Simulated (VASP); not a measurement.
# TaSi2 (P6_222) in VASP: relaxation of cell and atoms with PBEsol+D4

Aim: the relaxation of cell and atoms of TaSi2 with PBEsol+D4.

All numbers are computed with VASP 6.6.1; they aren't measurements. Logs are shortened: lines on timing, memory, paths and dates and some standing lists are left out, and cuts for length are marked.

### 1 The cell of the first run

Symmetry: P6_222, No. 180, hexagonal system. Conventional cell: a = 4.780 Å, b = 4.780 Å, c = 6.564 Å, α = 90.00°, β = 90.00°, γ = 120.00°. Within 3.4 Å of Ta (site symmetry 222) lie 10 Si at 2.59 to 2.76 Å and 4 Ta at 3.24 Å. Si (site symmetry 2) has 9 Si at 2.59 to 3.24 Å and 5 Ta at 2.59 to 2.76 Å within 3.4 Å.

### 2 Relaxation of cell and atoms, PBEsol+D4

INCAR reads:

```
SYSTEM = TaSi2
  PREC = Accurate
  ENCUT = 600
  EDIFF = 1E-6
  ISMEAR = -1
  SIGMA = 0.05
  LREAL = .FALSE.
  LASPH = .TRUE.
  NELM = 100
  ALGO = Normal
  ISIF = 3
  LWAVE = .FALSE.
  LCHARG = .FALSE.
  GGA = PS
  IVDW = 13
  IBRION = 2
  NSW = 60
  EDIFFG = -0.01
```

KPOINTS reads:

```
Automatic mesh
0
G
  7 7 4
  0 0 0
```

POSCAR reads:

```
TaSi2
1.0
    4.7800000000      0.0000000000      0.0000000000
   -2.3900000000      4.1396014301      0.0000000000
    0.0000000000      0.0000000000      6.5640000000
Ta Si
3 6
Direct
    0.0000000000      0.5000000000      0.1666666667
    0.5000000000      0.5000000000      0.8333333333
    0.5000000000      0.0000000000      0.5000000000
    0.3333000000      0.1666500000      0.1666666667
    0.1666500000      0.8333500000      0.8333333333
    0.8333500000      0.6667000000      0.5000000000
    0.6667000000      0.8333500000      0.1666666667
    0.8333500000      0.1666500000      0.8333333333
    0.1666500000      0.3333000000      0.5000000000
```

Potentials or basis: VASP PAW PBE potentials, release 64 (Ta_pv, Si).

Command:

```bash
$ cat potpaw_PBE.64/Ta_pv/POTCAR potpaw_PBE.64/Si/POTCAR > POTCAR
$ mpirun -np 1 vasp_std > vasp.out
```

OUTCAR:

```text
SYSTEM = TaSi2
   PREC = Accurate
   ENCUT = 600
   EDIFF = 1E-6
   ISMEAR = -1
   LREAL = .FALSE.
   LASPH = .TRUE.
   NELM = 100
   ISIF = 3
   GGA = PS
   IVDW = 13
   IBRION = 2
   NSW = 60
   EDIFFG = -0.01

 ion  position               nearest neighbor table
   1  0.000  0.500  0.167-   6 2.59   9 2.59   8 2.59   5 2.59   4 2.76   7 2.76   4 2.76   7 2.76
                             7 2.76   4 2.76   3 3.24   3 3.24   2 3.24   2 3.24
   2  0.500  0.500  0.833-   6 2.59   9 2.59   7 2.59   4 2.59   5 2.76   8 2.76   5 2.76   8 2.76
                             8 2.76   5 2.76   3 3.24   3 3.24   1 3.24   1 3.24
   3  0.500  0.000  0.500-   4 2.59   7 2.59   5 2.59   8 2.59   9 2.76   6 2.76   9 2.76   6 2.76
                             9 2.76   6 2.76   2 3.24   1 3.24   2 3.24   1 3.24
   4  0.333  0.167  0.167-   9 2.59   5 2.59   3 2.59   2 2.59   7 2.76   1 2.76   1 2.76   1 2.76
                             7 2.76   7 2.76
   5  0.167  0.833  0.833-   6 2.59   4 2.59   3 2.59   1 2.59   8 2.76   2 2.76   2 2.76   2 2.76
                             8 2.76   8 2.76
   6  0.833  0.667  0.500-   5 2.59   7 2.59   1 2.59   2 2.59   9 2.76   3 2.76   3 2.76   3 2.76
                             9 2.76   9 2.76
   7  0.667  0.833  0.167-   6 2.59   8 2.59   3 2.59   2 2.59   4 2.76   1 2.76   1 2.76   1 2.76
                             4 2.76   4 2.76
   8  0.833  0.167  0.833-   9 2.59   7 2.59   3 2.59   1 2.59   5 2.76   2 2.76   2 2.76   2 2.76
                             5 2.76   5 2.76
   9  0.167  0.333  0.500-   8 2.59   4 2.59   1 2.59   2 2.59   6 2.76   3 2.76   3 2.76   3 2.76
                             6 2.76   6 2.76

  LATTYP: Found a hexagonal cell.
 ALAT       =     4.7800000000
 C/A-ratio  =     1.3732217573

  Lattice vectors:

 A1 = (   4.7800000000,   0.0000000000,   0.0000000000)
 A2 = (  -2.3900000000,   4.1396014301,   0.0000000000)
 A3 = (   0.0000000000,   0.0000000000,   6.5640000000)

Analysis of symmetry for initial positions (statically):
=====================================================================
 Subroutine PRICEL returns:
 Original cell was already a primitive cell.

 Routine SETGRP: Setting up the symmetry group for a
 hexagonal supercell.

 Subroutine GETGRP returns: Found 12 space group operations
 (whereof  4 operations were pure point group operations)
 out of a pool of 24 trial point group operations.

The static configuration has the point symmetry D_2 .
 The point group associated with its full space group is D_6 .

Analysis of symmetry for dynamics (positions and initial velocities):
=====================================================================
 Subroutine PRICEL returns:
 Original cell was already a primitive cell.

 Routine SETGRP: Setting up the symmetry group for a
 hexagonal supercell.

 Subroutine GETGRP returns: Found 12 space group operations
 (whereof  4 operations were pure point group operations)
 out of a pool of 24 trial point group operations.

The dynamic configuration has the point symmetry D_2 .
 The point group associated with its full space group is D_6 .

 Subroutine INISYM returns: Found 12 space group operations
 (whereof  4 operations are pure point group operations),
 and found     1 'primitive' translations

----------------------------------------------------------------------------------------

                                     Primitive cell

  volume of cell :     129.8838

  direct lattice vectors                    reciprocal lattice vectors
     4.780000000  0.000000000  0.000000000     0.209205021  0.120784575  0.000000000
    -2.390000000  4.139601430  0.000000000     0.000000000  0.241569150  0.000000000
     0.000000000  0.000000000  6.564000000     0.000000000  0.000000000  0.152346130

  length of vectors
     4.780000000  4.780000000  6.564000000     0.241569150  0.241569150  0.152346130

  position of ions in fractional coordinates (direct lattice)
     0.000000000  0.500000000  0.166666667
     0.500000000  0.500000000  0.833333333
     0.500000000  0.000000000  0.500000000
     0.333300000  0.166650000  0.166666667
     0.166650000  0.833350000  0.833333333
     0.833350000  0.666700000  0.500000000
     0.666700000  0.833350000  0.166666667
     0.833350000  0.166650000  0.833333333
     0.166650000  0.333300000  0.500000000

  ion indices of the primitive-cell ions
   primitive index   ion index
                 1           1
                 2           2
                 3           3
                 4           4
                 5           5
                 6           6
                 7           7
                 8           8
                 9           9

----------------------------------------------------------------------------------------

 KPOINTS: Automatic mesh

Automatic generation of k-mesh.
 Grid dimensions read from file:
 generate k-points for:    7    7    4

 Generating k-lattice:

  Cartesian coordinates                     Fractional coordinates (reciprocal lattice)
     0.029886432  0.017254939  0.000000000     0.142857143  0.000000000  0.000000000
     0.000000000  0.034509879  0.000000000     0.000000000  0.142857143  0.000000000
     0.000000000  0.000000000  0.038086533     0.000000000  0.000000000  0.250000000

  Length of vectors
     0.034509879  0.034509879  0.038086533

  Shift w.r.t. Gamma in fractional coordinates (k-lattice)
     0.000000000  0.000000000  0.000000000

 Subroutine IBZKPT returns following result:
 ===========================================

 Found     24 irreducible k-points:

 Following reciprocal coordinates:
            Coordinates               Weight
  0.000000  0.000000  0.000000      1.000000
  0.142857 -0.000000  0.000000      6.000000
  0.285714  0.000000  0.000000      6.000000
  0.428571 -0.000000  0.000000      6.000000
  0.142857  0.142857  0.000000      6.000000
  0.285714  0.142857  0.000000     12.000000
[... 16 lines left out ...]
  0.428571  0.142857  0.500000      6.000000
  0.285714  0.285714  0.500000      6.000000
   k-points           NKPTS =     24   k-points in BZ     NKDIM =     24   number of bands    NBANDS=     34
   number of dos      NEDOS =    301   number of ions     NIONS =      9
   total plane-waves  NPLWV =  86400
   dimension x,y,z NGX =    40 NGY =   40 NGZ =   54
   dimension x,y,z NGXF=    80 NGYF=   80 NGZF=  108
   ions per type =               3   6
   NGX,Y,Z   is equivalent  to a cutoff of  13.91, 13.91, 13.68 a.u.
   NGXF,Y,Z  is equivalent  to a cutoff of  27.82, 27.82, 27.35 a.u.
 SYSTEM =  TaSi2
   PREC   = accura    normal or accurate (medium, high low for compatibility)
   ISTART =      0    job   : 0-new  1-cont  2-samecut
   ICHARG =      2    charge: 1-file 2-atom 10-const
   ISPIN  =      1    spin polarized calculation?
   LNONCOLLINEAR =      F non collinear calculations
   LSORBIT =      F    spin-orbit coupling
   LASPH  =      T    aspherical Exc in radial PAW
   ENCUT  =  600.0 eV  44.10 Ry    6.64 a.u.   9.55  9.55 13.11*2*pi/ulx,y,z
   NELM   =    100;   NELMIN=  2; NELMDL= -5     # of ELM steps
   EDIFF  = 0.1E-05   stopping-criterion for ELM
   LREAL  =      F    real-space projection
   EDIFFG = -.1E-01   stopping-criterion for IOM
   NSW    =     60    number of steps for IOM
   IBRION =      2    ionic relax: 0-MD 1-quasi-New 2-CG
   NFREE  =      1    steps in history (QN), initial steepest desc. (CG)
   ISIF   =      3    stress and relaxation
   ISYM   =      2    0-nonsym 1-usesym 2-fastsym
   POTIM  = 0.5000    time-step for ionic-motion
   TEBEG  =    0.0;   TEEND  =   0.0 temperature during run
   PSTRESS=    0.0 pullay stress
   NELECT =      57.0000    total number of electrons
   NUPDOWN=      -1.0000    fix difference up-down
   EMIN   =  10.00;   EMAX   =-10.00  energy-range for DOS
   EFERMI =   0.00;   METHOD = LEGACY
   ISMEAR =    -1;   SIGMA  =   0.05  broadening in eV -4-tet -1-fermi 0-gaus
   EFERMI_NEDOS =   21; number of points for ismear=-14 and -15
   IALGO  =     38    algorithm
   IMIX   =      4    mixing-type and parameters
     AMIX     =   0.40;   BMIX     =  1.00
     AMIX_MAG =   1.60;   BMIX_MAG =  1.00
  volume/ion in A,a.u.               =      14.43        97.39
  Fermi-wavevector in a.u.,A,eV,Ry     =   1.244079  2.350969 21.058195  1.547734
  Thomas-Fermi vector in A             =   2.378362
   LORBIT       =      0    0 simple, 1 ext, 2 COOP (PROOUT), +10 PAW based schemes
   GGA     = PS    functional components
   LHFCALC =     F    Hartree Fock is set to
   AEXX    =    0.0000 exact exchange contribution
   IVDW    =    13    specifies the selected vdW correction
   LEPSILON=     F    determine dielectric tensor
   LRPA    =     F    only Hartree local field effects (RPA)
 conjugate gradient relaxation of ions
 non-spin polarized calculation
  energy-cutoff  :      600.00
  volume of cell :      129.88
 maximum number of plane-waves:      4370
 NGX is ok and might be reduce to    40
   NGX = 19   NGY = 19   NGZ = 27

--------------------------------------- Ionic step        1  -------------------------------------------

 number of electron      56.9999997 magnetization

 Free energy of the ion-electron system (eV)
  ---------------------------------------------------
  ext. energy  EPLUGINS =         0.00000000
  ---------------------------------------------------
  free energy    TOTEN  =       -77.22824044 eV

  energy without entropy =      -77.19434758  energy(sigma->0) =      -77.21129401

------------------------ aborting loop because EDIFF is reached ----------------------------------------

  DFT-D4 for vdW energy calculation

  Edisp (eV):   -2.20100

  FORCE on cell =-STRESS in cart. coord.  units (eV):
  Direction    XX          YY          ZZ          XY          YZ          ZX
  --------------------------------------------------------------------------------------
  -------------------------------------------------------------------------------------
  Total      -3.61189    -3.61189    -1.27748     0.00000     0.00000     0.00000
  in kB     -44.55439   -44.55439   -15.75828     0.00000     0.00000     0.00000
  external pressure =      -34.96 kB  Pullay stress =        0.00 kB
[... 118 lines left out ...]
  FREE ENERGIE OF THE ION-ELECTRON SYSTEM (eV)
  ---------------------------------------------------
  free  energy   TOTEN  =       -79.5479520062 eV

  energy  without entropy=      -79.5183276480  energy(sigma->0) =      -79.53313983

[... ionic steps 4 to 7 ...]

--------------------------------------- Ionic step        8  -------------------------------------------

 number of electron      57.0000000 magnetization

------------------------ aborting loop because EDIFF is reached ----------------------------------------

  DFT-D4 for vdW energy calculation

  Edisp (eV):   -2.24359
[... 83 lines left out ...]
  energy  without entropy=      -79.5787864949  energy(sigma->0) =      -79.59166967

--------------------------------------- Ionic step       10  -------------------------------------------

 number of electron      57.0000000 magnetization

 Free energy of the ion-electron system (eV)
  ---------------------------------------------------
  ext. energy  EPLUGINS =         0.00000000
  ---------------------------------------------------
  free energy    TOTEN  =       -77.35972652 eV

  energy without entropy =      -77.33391128  energy(sigma->0) =      -77.34681890

 E-fermi :   9.5241     XC(G=0): -12.2593

 val. band max:        9.5075795087   @ k =   0.4286   0.1429   0.0000
 cond. band min:       9.5446477771   @ k =   0.2857   0.2857   0.5000
 fundamental gap:      0.0370682684
 Fermi energy:         9.5241146217

 k-point     1 :       0.0000    0.0000    0.0000
  band No.  band energies     occupation
      1     -24.7303      2.00000
      2     -24.7303      2.00000
      3     -24.7243      2.00000
      4     -24.6521      2.00000
      5     -24.6521      2.00000
      6     -24.5512      2.00000
[... 917 lines left out ...]
  FREE ENERGIE OF THE ION-ELECTRON SYSTEM (eV)
  ---------------------------------------------------
  free  energy   TOTEN  =       -79.6045907138 eV

  energy  without entropy=      -79.5787754742  energy(sigma->0) =      -79.59168309

 reached required accuracy - stopping structural energy minimisation
```

Run time: 14 min. Hardware: 1 thread of Intel Xeon Platinum 8488C (Sapphire Rapids), shared host; peak memory 0.36 GiB.

What came out:

```
Free energy                           : -79.6046 eV
Relaxed volume                        : 14.13 Å³/atom
Relaxed cell                          : a = 4.737 Å, b = 4.737 Å, c = 6.545 Å, α = 90.00°, β = 90.00°, γ = 120.00°
Space group after relaxing (to 0.1 Å) : P6_222 (No. 180)
Energy gained by relaxing             : 19.5 meV/atom
Ionic steps                           : 10
Pressure after relaxing               : 0.0 GPa
Largest force after relaxing          : 0.004 eV/Å
Band gap on the k mesh                : zero (an odd number of electrons rules out a gap without spin polarisation)
Dispersion energy per atom            : -0.249 eV
```

Forces on the atoms (eV/Å):
```
Ta   0.000  0.000  0.000
Ta   0.000  0.000  0.000
Ta   0.000  0.000  0.000
Si  -0.004 -0.002  0.000
Si  -0.004  0.002  0.000
Si   0.000  0.004  0.000
Si   0.004  0.002  0.000
Si   0.004 -0.002  0.000
Si   0.000 -0.004  0.000
```

Stress tensor (GPa, compression positive):
```
-0.02  0.00  0.00
 0.00 -0.02  0.00
 0.00  0.00  0.07
```

Step by step:
```csv
step,energy change (eV),largest force (eV/Å),pressure (GPa),volume (Å³)
1,0.0000,0.7500,-3.50,129.88
2,-0.1029,0.3249,5.28,124.05
3,-0.1187,0.4577,2.78,125.55
4,-0.1652,0.0922,-0.51,127.37
5,-0.1694,0.0320,0.16,126.96
6,-0.1747,0.0004,-0.19,127.33
7,-0.1753,0.0069,-0.10,127.24
8,-0.1753,0.0067,-0.12,127.25
9,-0.1753,0.0012,0.13,127.09
10,-0.1754,0.0041,0.01,127.17
```

Final structure:
```
CELL_PARAMETERS angstrom
4.73653 0.00000 0.00000
-2.36826 4.10195 0.00000
0.00000 0.00000 6.54527
ATOMIC_POSITIONS crystal
Ta 0.00000 0.50000 0.16667
Ta 0.50000 0.50000 0.83333
Ta 0.50000 0.00000 0.50000
Si 0.31925 0.15962 0.16667
Si 0.15962 0.84038 0.83333
Si 0.84038 0.68075 0.50000
Si 0.68075 0.84038 0.16667
Si 0.84038 0.15962 0.83333
Si 0.15962 0.31925 0.50000
```

Caveat: the PAW data sets were made with another functional, which shifts forces and pressure a little; spin-orbit coupling is left out, which moves the levels of the heavy elements; an odd number of electrons without spin polarisation forces a metal; a magnetic or distorted state may lie lower.

The gap in the log of VASP goes by the Fermi energy; the results here count the filled bands.